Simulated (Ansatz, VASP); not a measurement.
# Zn: VASP beside Ansatz

File INCAR:

```
SYSTEM = Zn
PREC     = Accurate       ! precision mode
ENCUT    = 520            ! plane-wave cutoff, eV
EDIFF    = 1E-6           ! SCF threshold, eV
ISMEAR   = 0              ! smearing method
SIGMA    = 0.1            ! smearing width, eV
LREAL    = .False.        ! projectors in reciprocal space
LASPH    = .True.         ! aspherical terms in the spheres
NELM     = 100            ! most SCF steps
ALGO     = Normal         ! electronic algorithm
ISIF     = 2              ! what is computed and relaxed
LWAVE    = .False.        ! write WAVECAR
LCHARG   = .True.         ! write CHGCAR
GGA      = PE             ! functional
LELF     = .True.         ! ELF
LVHAR    = .True.       
NBANDS   = 12             ! bands
```

The input KPOINTS:

```
regular mesh
0
Gamma
  8 8 6
  0 0 0
```

POSCAR

```
Zn
1.0
    2.5814347954      0.0000000000      0.0000000000
    0.0000000000      2.5814347954      0.0000000000
    0.0000000000      0.0000000000      2.6449270254
Zn
1
Direct
    0.0000000000      0.0000000000      0.0000000000
```

Input for Ansatz:

```yaml
crystal:
  lattice:
    - [2.5814347954, 0.0, 0.0]
    - [0.0, 2.5814347954, 0.0]
    - [0.0, 0.0, 2.6449270254]
  atoms:
    - { symbol: Zn, position: [0.0, 0.0, 0.0] }
basis:
  ecutwfc: 420
kpoints:
  mp_grid: { grid: [8, 8, 6] }
hamiltonian:
  xc: pbe
scf:
  occupations: { method: gaussian, width: 0.1 }
  lower_state_search: "off"
output:
  forces: true
  stress: true
  eigenvalues: true
```

Alike in both runs: task single point; functional PBE; k mesh 8 × 8 × 6; occupations gaussian, width 0.1 eV; no spin polarisation.

|  | VASP | Ansatz |
| --- | --- | --- |
| version | VASP 6.6.1 | Ansatz 0.2.0 |
| potentials or method | VASP PAW PBE potentials, release 64 (Zn), cutoff 520 eV | scalar-relativistic, plane waves, PAW |
| valence electrons in the cell | 12 | 12 |

|  | VASP | Ansatz | Ansatz less VASP |
| --- | --- | --- | --- |
| gap on the k mesh at the Fermi level (eV) | none | none | - |
| pressure (GPa) | 1.8 | 1.6 | -0.22 |
| traceless stress, the component that is largest in VASP (GPa) | 1.26 | 1.27 | +0.011 |

A gap of «none» marks a metal or a gap that the smearing closes. With one functional, cell and mesh, what is left measures potentials, basis and numerics.

The k mesh is coarse, so the values compare programs but aren't converged.
